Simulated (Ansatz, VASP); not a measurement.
One calculation of Zr2AlN3, two programs

Contents of INCAR:

```
SYSTEM = Zr2AlN3
PREC = Accurate
ENCUT = 600
EDIFF = 1E-6
ISMEAR = 0
SIGMA = 0.1
LREAL = .FALSE.
LASPH = .TRUE.
NELM = 80
ALGO = Fast
ISIF = 3
LWAVE = .FALSE.
LCHARG = .FALSE.
GGA = PE
IBRION = 2
NSW = 100
EDIFFG = -0.01
```

Contents of KPOINTS:

```
Automatic mesh
0
G
  12 12 4
  0 0 0
```

POSCAR

```
Zr2AlN3
1.0
    3.4023249821      0.0000000000      0.0000000000
   -1.7011624911      2.9464998664      0.0000000000
    0.0000000000      0.0000000000     16.6394274964
Zr Al N
4 2 6
Direct
    0.3333333333      0.6666666667      0.0042365663
    0.3333333333      0.6666666667      0.3299103127
    0.6666666667      0.3333333333      0.5042365663
    0.6666666667      0.3333333333      0.8299103127
    0.3333333333      0.6666666667      0.6664413423
    0.6666666667      0.3333333333      0.1664413423
    0.3333333333      0.6666666667      0.1386072408
    0.3333333333      0.6666666667      0.4602895150
    0.3333333333      0.6666666667      0.7805150230
    0.6666666667      0.3333333333      0.2805150230
    0.6666666667      0.3333333333      0.6386072408
    0.6666666667      0.3333333333      0.9602895150
```

Input for Ansatz:

```yaml
crystal:
  lattice:
    - [3.4023249821, 0.0, 0.0]
    - [-1.7011624911, 2.9464998664, 0.0]
    - [0.0, 0.0, 16.6394274964]
  atoms:
    - { symbol: Zr, position: [0.3333333333, 0.6666666667, 0.0042365663] }
    - { symbol: Zr, position: [0.3333333333, 0.6666666667, 0.3299103127] }
    - { symbol: Zr, position: [0.6666666667, 0.3333333333, 0.5042365663] }
    - { symbol: Zr, position: [0.6666666667, 0.3333333333, 0.8299103127] }
    - { symbol: Al, position: [0.3333333333, 0.6666666667, 0.6664413423] }
    - { symbol: Al, position: [0.6666666667, 0.3333333333, 0.1664413423] }
    - { symbol: "N", position: [0.3333333333, 0.6666666667, 0.1386072408] }
    - { symbol: "N", position: [0.3333333333, 0.6666666667, 0.460289515] }
    - { symbol: "N", position: [0.3333333333, 0.6666666667, 0.780515023] }
    - { symbol: "N", position: [0.6666666667, 0.3333333333, 0.280515023] }
    - { symbol: "N", position: [0.6666666667, 0.3333333333, 0.6386072408] }
    - { symbol: "N", position: [0.6666666667, 0.3333333333, 0.960289515] }
basis:
  ecutwfc: 420
kpoints:
  mp_grid: { grid: [12, 12, 4] }
hamiltonian:
  xc: pbe
scf:
  occupations: { method: gaussian, width: 0.1 }
output:
  forces: true
  stress: true
  eigenvalues: true
relax:
  adjacent_minimum: "off"
  f_tol: 0.01
  max_steps: 80
  cell: { stress_tol: 0.05 }
```

Alike in both runs: task relaxation of cell and atoms; functional PBE; k mesh 12 × 12 × 4; occupations gaussian, width 0.1 eV; no spin polarisation.

|  | VASP | Ansatz |
| --- | --- | --- |
| version | VASP 6.6.1 | Ansatz 0.2.0 |
| potentials or method | VASP PAW PBE potentials, release 64 (Zr_sv, Al, N), cutoff 600 eV | scalar-relativistic, plane waves, PAW |
| valence electrons in the cell | 84 | 84 |

```csv
,VASP,Ansatz,Ansatz less VASP
"gap on the k mesh at the Fermi level, each at its own relaxed structure (eV)",none,none,-
relaxed volume (Å³/atom),13.91,13.91,0.000
relaxed cell length with the largest relative difference (Å),16.654,16.651,-0.0032
```

A gap of «none» marks a metal or a gap that the smearing closes.
